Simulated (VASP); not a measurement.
# Fe (P6_3/mmc) in VASP: single point with PBEsol

Aim: the single point of Fe with PBEsol.

Program: VASP 6.6.1. These are calculated values, not measurements. Logs are shortened: lines on timing, memory, paths and dates and some standing lists are left out, and cuts for length are marked.

## 1. The cell of the first run

Symmetry: P6_3/mmc, No. 194, hexagonal system. The conventional cell has a = 2.426 Å, b = 2.426 Å, c = 3.838 Å, α = 90.00°, β = 90.00°, γ = 120.00°. Within 3.1 Å of Fe (site symmetry -6m2) lie 12 Fe at 2.38 to 2.43 Å.

## 2. Single point, PBEsol, collinear spin, ferromagnetic start

Contents of INCAR:

```
PREC = Accurate ; ENCUT = 520
EDIFF = 1E-6 ; ISMEAR = -1
SIGMA = 0.1 ; LREAL = F
LASPH = T ; NELM = 150
ALGO = Normal ; ISIF = 2
LWAVE = F ; LCHARG = T
ISPIN = 2 ; MAGMOM = 2.5 2.5
LORBIT = 11 ; LMAXMIX = 4
GGA = PS ; LELF = T
LVHAR = T ; NBANDS = 19
```

Contents of KPOINTS:

```
regular mesh
0
Gamma
  18 18 10
```

Contents of POSCAR:

```
Fe
1.0
    2.4256609897      0.0000000000      0.0000000000
   -1.2128304948      2.1006840380      0.0000000000
    0.0000000000      0.0000000000      3.8378948386
Fe
2
Direct
    0.3333333333      0.6666666667      0.2500000000
    0.6666666667      0.3333333333      0.7500000000
```

Potentials or basis: VASP PAW PBE potentials, release 64 (Fe).

Started as:

```bash
> cat potpaw_PBE.64/Fe/POTCAR > POTCAR
> mpirun -np 1 vasp_std > vasp.out
```

OUTCAR:

```text
PREC = Accurate
   ENCUT = 520
   EDIFF = 1E-6
   ISMEAR = -1
   LREAL = F
   LASPH = T
   NELM = 150
   ISIF = 2
   ISPIN = 2
   LORBIT = 11
   GGA = PS

 ion  position               nearest neighbor table
   1  0.333  0.667  0.250-   2 2.38   2 2.38   2 2.38   2 2.38   2 2.38   2 2.38
   2  0.667  0.333  0.750-   1 2.38   1 2.38   1 2.38   1 2.38   1 2.38   1 2.38

  LATTYP: Found a hexagonal cell.
 ALAT       =     2.4256609897
 C/A-ratio  =     1.5822057802

  Lattice vectors:

 A1 = (   2.4256609897,   0.0000000000,   0.0000000000)
 A2 = (  -1.2128304948,   2.1006840380,   0.0000000000)
 A3 = (   0.0000000000,   0.0000000000,   3.8378948386)

Analysis of symmetry for initial positions (statically):
=====================================================================
 Subroutine PRICEL returns:
 Original cell was already a primitive cell.

 Routine SETGRP: Setting up the symmetry group for a
 hexagonal supercell.

 Subroutine GETGRP returns: Found 24 space group operations
 (whereof 12 operations were pure point group operations)
 out of a pool of 24 trial point group operations.

The static configuration has the point symmetry D_3d.
 The point group associated with its full space group is D_6h.

Analysis of symmetry for dynamics (positions and initial velocities):
=====================================================================
 Subroutine PRICEL returns:
 Original cell was already a primitive cell.

 Routine SETGRP: Setting up the symmetry group for a
 hexagonal supercell.

 Subroutine GETGRP returns: Found 24 space group operations
 (whereof 12 operations were pure point group operations)
 out of a pool of 24 trial point group operations.

The dynamic configuration has the point symmetry D_3d.
 The point group associated with its full space group is D_6h.

Analysis of structural, dynamic, and magnetic symmetry:
=====================================================================
 Subroutine PRICEL returns:
 Original cell was already a primitive cell.

 Routine SETGRP: Setting up the symmetry group for a
 hexagonal supercell.

 Subroutine GETGRP returns: Found 24 space group operations
 (whereof 12 operations were pure point group operations)
 out of a pool of 24 trial point group operations.

The overall configuration has the point symmetry D_3d.
 The point group associated with its full space group is D_6h.

 Subroutine INISYM returns: Found 24 space group operations
 (whereof 12 operations are pure point group operations),
 and found     1 'primitive' translations

----------------------------------------------------------------------------------------

                                     Primitive cell

  volume of cell :      19.5562

  direct lattice vectors                    reciprocal lattice vectors
     2.425660990  0.000000000  0.000000000     0.412258763  0.238017708  0.000000000
    -1.212830495  2.100684038  0.000000000     0.000000000  0.476035416  0.000000000
     0.000000000  0.000000000  3.837894839     0.000000000  0.000000000  0.260559510

  length of vectors
     2.425660990  2.425660990  3.837894839     0.476035416  0.476035416  0.260559510

  position of ions in fractional coordinates (direct lattice)
     0.333333333  0.666666667  0.250000000
     0.666666667  0.333333333  0.750000000

  ion indices of the primitive-cell ions
   primitive index   ion index
                 1           1
                 2           2

----------------------------------------------------------------------------------------

 KPOINTS: regular mesh

Automatic generation of k-mesh.
 Grid dimensions read from file:
 generate k-points for:   18   18   10

 Generating k-lattice:

  Cartesian coordinates                     Fractional coordinates (reciprocal lattice)
     0.022903265  0.013223206  0.000000000     0.055555556  0.000000000  0.000000000
     0.000000000  0.026446412  0.000000000     0.000000000  0.055555556  0.000000000
     0.000000000  0.000000000  0.026055951     0.000000000  0.000000000  0.100000000

  Length of vectors
     0.026446412  0.026446412  0.026055951

  Shift w.r.t. Gamma in fractional coordinates (k-lattice)
     0.000000000  0.000000000  0.000000000

 Subroutine IBZKPT returns following result:
 ===========================================

 Found    222 irreducible k-points:

 Following reciprocal coordinates:
            Coordinates               Weight
  0.000000  0.000000  0.000000      1.000000
  0.055556 -0.000000  0.000000      6.000000
  0.111111 -0.000000  0.000000      6.000000
  0.166667  0.000000  0.000000      6.000000
  0.222222  0.000000  0.000000      6.000000
  0.277778  0.000000  0.000000      6.000000
[... 16 lines left out ...]
  0.333333  0.111111  0.000000     12.000000
  0.388889  0.111111  0.000000     12.000000
 [... further k-points ...]
   k-points           NKPTS =    222   k-points in BZ     NKDIM =    222   number of bands    NBANDS=     19
   number of dos      NEDOS =    301   number of ions     NIONS =      2
   total plane-waves  NPLWV =   9720
   dimension x,y,z NGX =    18 NGY =   18 NGZ =   30
   dimension x,y,z NGXF=    36 NGYF=   36 NGZF=   60
   ions per type =               2
   NGX,Y,Z   is equivalent  to a cutoff of  12.34, 12.34, 13.00 a.u.
   NGXF,Y,Z  is equivalent  to a cutoff of  24.67, 24.67, 25.99 a.u.
 SYSTEM =  unknown system
   PREC   = accura    normal or accurate (medium, high low for compatibility)
   ISTART =      0    job   : 0-new  1-cont  2-samecut
   ICHARG =      2    charge: 1-file 2-atom 10-const
   ISPIN  =      2    spin polarized calculation?
   LNONCOLLINEAR =      F non collinear calculations
   LSORBIT =      F    spin-orbit coupling
   LASPH  =      T    aspherical Exc in radial PAW
   ENCUT  =  520.0 eV  38.22 Ry    6.18 a.u.   4.51  4.51  7.14*2*pi/ulx,y,z
   NELM   =    150;   NELMIN=  2; NELMDL= -5     # of ELM steps
   EDIFF  = 0.1E-05   stopping-criterion for ELM
   LREAL  =      F    real-space projection
   EDIFFG = 0.1E-04   stopping-criterion for IOM
   NSW    =      0    number of steps for IOM
   IBRION =     -1    ionic relax: 0-MD 1-quasi-New 2-CG
   NFREE  =      0    steps in history (QN), initial steepest desc. (CG)
   ISIF   =      2    stress and relaxation
   ISYM   =      2    0-nonsym 1-usesym 2-fastsym
   POTIM  = 0.5000    time-step for ionic-motion
   TEBEG  =    0.0;   TEEND  =   0.0 temperature during run
   PSTRESS=    0.0 pullay stress
   NELECT =      16.0000    total number of electrons
   NUPDOWN=      -1.0000    fix difference up-down
   EMIN   =  10.00;   EMAX   =-10.00  energy-range for DOS
   EFERMI =   0.00;   METHOD = LEGACY
   ISMEAR =    -1;   SIGMA  =   0.10  broadening in eV -4-tet -1-fermi 0-gaus
   EFERMI_NEDOS =   21; number of points for ismear=-14 and -15
   IALGO  =     38    algorithm
   IMIX   =      4    mixing-type and parameters
     AMIX     =   0.40;   BMIX     =  1.00
     AMIX_MAG =   1.60;   BMIX_MAG =  1.00
  volume/ion in A,a.u.               =       9.78        65.99
  Fermi-wavevector in a.u.,A,eV,Ry     =   1.531159  2.893470 31.898135  2.344447
  Thomas-Fermi vector in A             =   2.638542
   LORBIT       =     11    0 simple, 1 ext, 2 COOP (PROOUT), +10 PAW based schemes
   GGA     = PS    functional components
   LHFCALC =     F    Hartree Fock is set to
   AEXX    =    0.0000 exact exchange contribution
   IVDW    =     0    specifies the selected vdW correction
   LEPSILON=     F    determine dielectric tensor
   LRPA    =     F    only Hartree local field effects (RPA)
 spin polarized calculation
  energy-cutoff  :      520.00
  volume of cell :       19.56
 maximum number of plane-waves:       543
   NGX =  9   NGY =  9   NGZ = 15

 number of electron      16.0000007 magnetization       0.0046650

 number of electron      16.0000007 magnetization      -0.0038277

 Free energy of the ion-electron system (eV)
  ---------------------------------------------------
  ext. energy  EPLUGINS =         0.00000000
  ---------------------------------------------------
  free energy    TOTEN  =       -17.91036145 eV

  energy without entropy =      -17.82835672  energy(sigma->0) =      -17.86935909

 E-fermi :   7.2155     XC(G=0): -14.1961

 val. band max:        7.2136007078   @ k =   0.2778   0.1667   0.1000
 cond. band min:       7.2164626338   @ k =   0.3333   0.0556   0.3000
 fundamental gap:      0.0028619260
 Fermi energy:         7.2154632979

 spin component 1

 k-point     1 :       0.0000    0.0000    0.0000
  band No.  band energies     occupation
      1      -1.9793      1.00000
      2       2.0081      1.00000
      3       5.4595      1.00000
      4       5.4595      1.00000
      5       5.5899      1.00000
      6       5.9574      1.00000
[... 11 lines left out ...]
     18      34.1258      0.00000
     19      35.0310      0.00000
[... 485 lines left out ...]
 k-point    24 :       0.3889    0.1111    0.0000
  band No.  band energies     occupation
      1       2.5697      1.00000
      2       2.7848      1.00000
      3       2.9028      1.00000
      4       4.6258      1.00000
      5       5.0807      1.00000
      6       5.5749      1.00000
[... 11 lines left out ...]
     18      29.0914      0.00000
     19      32.3348      0.00000

 [... further k-points ...]

 spin component 2

 k-point     1 :       0.0000    0.0000    0.0000
  band No.  band energies     occupation
      1      -1.9793      1.00000
      2       2.0076      1.00000
      3       5.4582      1.00000
      4       5.4582      1.00000
      5       5.5888      1.00000
      6       5.9560      1.00000
[... 11 lines left out ...]
     18      34.1254      0.00000
     19      35.0309      0.00000
[... 485 lines left out ...]
 k-point    24 :       0.3889    0.1111    0.0000
  band No.  band energies     occupation
      1       2.5691      1.00000
      2       2.7841      1.00000
      3       2.9020      1.00000
      4       4.6253      1.00000
      5       5.0796      1.00000
      6       5.5739      1.00000
[... 11 lines left out ...]
     18      29.0917      0.00000
     19      32.3345      0.00000

 [... further k-points ...]
[... 5 lines left out ...]
  --------------------------------------------------------------------------------------
  -------------------------------------------------------------------------------------
  Total        0.1120871      0.1120871      0.0983831      0.0000000     -0.0000000      0.0000000
  in kB        9.1829558      9.1829558      8.0602288      0.0000000     -0.0000000      0.0000000
  external PRESSURE =       8.8087135 kB  Pullay stress =       0.0000000 kB

 VOLUME and BASIS-vectors are now :
 -----------------------------------------------------------------------------
  energy-cutoff  :      520.00
  volume of cell :       19.56
      direct lattice vectors                 reciprocal lattice vectors
     2.425660990  0.000000000  0.000000000     0.412258763  0.238017708  0.000000000
    -1.212830495  2.100684038  0.000000000     0.000000000  0.476035416  0.000000000
     0.000000000  0.000000000  3.837894839     0.000000000  0.000000000  0.260559510

 POSITION                                       TOTAL-FORCE (eV/Angst)
 -----------------------------------------------------------------------------------
     -0.00000      1.40046      0.95947        -0.000000      0.000000      0.000000
      1.21283      0.70023      2.87842         0.000000      0.000000      0.000000
 -----------------------------------------------------------------------------------
    total drift:                                0.000000      0.000000     -0.000000

  FREE ENERGIE OF THE ION-ELECTRON SYSTEM (eV)
  ---------------------------------------------------
  free  energy   TOTEN  =       -17.9103614536 eV

  energy  without entropy=      -17.8283567207  energy(sigma->0) =      -17.86935909

 total charge

# of ion       s       p       d       tot
------------------------------------------
    1        0.560   0.686   6.380   7.626
    2        0.560   0.686   6.380   7.626
--------------------------------------------------
tot          1.120   1.372  12.761  15.253

 magnetization (x)

# of ion       s       p       d       tot
------------------------------------------
    1        0.000   0.000  -0.001  -0.001
    2        0.000   0.000  -0.001  -0.001
--------------------------------------------------
tot          0.000   0.000  -0.002  -0.002
```

Run time: 4.5 min. Hardware: 1 thread of AMD EPYC 7R13, shared host; peak memory 0.19 GiB.

Results:

* Free energy: -17.9104 eV
* Pressure: 0.9 GPa
* Band gap on the k mesh: zero (filled and empty bands overlap)
* Net moment: 0.00 μB per cell
* Valence electrons inside the program's atomic spheres: Fe 7.63

Caveat: the starting moments collapsed, and a magnetic state may lie lower; the PAW data sets were made with another functional, which shifts forces and pressure a little.
